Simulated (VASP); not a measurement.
Cr: single point with PBE

Cr:

```
Cr
1.0
     1.42411   -1.42411    1.42411
    -1.42411    1.42411    1.42411
    -2.84822   -2.84822    0.00000
Cr
2
Direct
  0.00000 0.00000 0.00000
  0.50000 0.50000 0.50000
```

```yaml
Program: VASP 6.6.1
Task: single point
Functional: PBE
Potentials_or_basis: VASP PAW PBE potentials, release 64 (Cr_pv)
Cutoff: 520 eV
k_mesh: 14 × 14 × 8
Occupations: gaussian, width 0.05 eV
Spin: collinear spin, ferromagnetic start
Starting_moments: "[2.0, 2.0] μB"
```

The pressure is -0.6 GPa and the band gap on the k mesh is zero (filled and empty bands overlap). The net moment is 0.00 μB per cell. The valence electrons inside the program's atomic spheres are Cr 11.06.

Stress tensor (GPa, compression positive):
```
-0.39 -0.33  0.00
-0.33 -0.39  0.00
 0.00  0.00 -0.99
```

Levels at points of the mesh, in eV from the Fermi level:
Spin up:
| k point | band 9 | band 10 | band 11 | band 12 | band 13 | band 14 | band 15 | band 16 |
| --- | --- | --- | --- | --- | --- | --- | --- | --- |
| (0.00, 0.00, 0.00) | -2.53 | -0.98 | -0.98 | -0.97 | 1.05 | 1.07 | 1.07 | 1.08 |
| (0.50, 0.00, 0.00) | -2.46 | -2.46 | -1.69 | -1.69 | 0.86 | 0.86 | 1.55 | 1.55 |
| (0.50, 0.50, 0.00) | -4.38 | -2.52 | 1.05 | 1.08 | 1.42 | 2.37 | 2.38 | 2.38 |
| (0.00, 0.00, 0.50) | -1.80 | -1.80 | -1.29 | -1.29 | 0.68 | 0.68 | 0.74 | 0.74 |
| (0.50, 0.00, 0.50) | -2.52 | -2.52 | 1.05 | 1.05 | 1.07 | 1.07 | 1.41 | 1.41 |
| (0.50, 0.50, 0.50) | -2.86 | -2.86 | -0.56 | -0.56 | 0.32 | 0.32 | 2.56 | 2.56 |
Spin down:
```csv
k point,band 9,band 10,band 11,band 12,band 13,band 14,band 15,band 16
"(0.00, 0.00, 0.00)",-2.53,-0.98,-0.98,-0.97,1.05,1.07,1.07,1.08
"(0.50, 0.00, 0.00)",-2.45,-2.45,-1.69,-1.69,0.86,0.86,1.55,1.55
"(0.50, 0.50, 0.00)",-4.38,-2.52,1.05,1.08,1.42,2.37,2.38,2.38
"(0.00, 0.00, 0.50)",-1.80,-1.80,-1.29,-1.29,0.68,0.68,0.74,0.74
"(0.50, 0.00, 0.50)",-2.52,-2.52,1.05,1.05,1.07,1.07,1.41,1.41
"(0.50, 0.50, 0.50)",-2.86,-2.86,-0.56,-0.56,0.32,0.32,2.56,2.56
```

Wall time 2.7 min on 1 thread of Oxide Virtual Turin-like Processor (shared host), peak memory 0.26 GiB.

Caveat: the starting moments collapsed, and a magnetic state may lie lower.
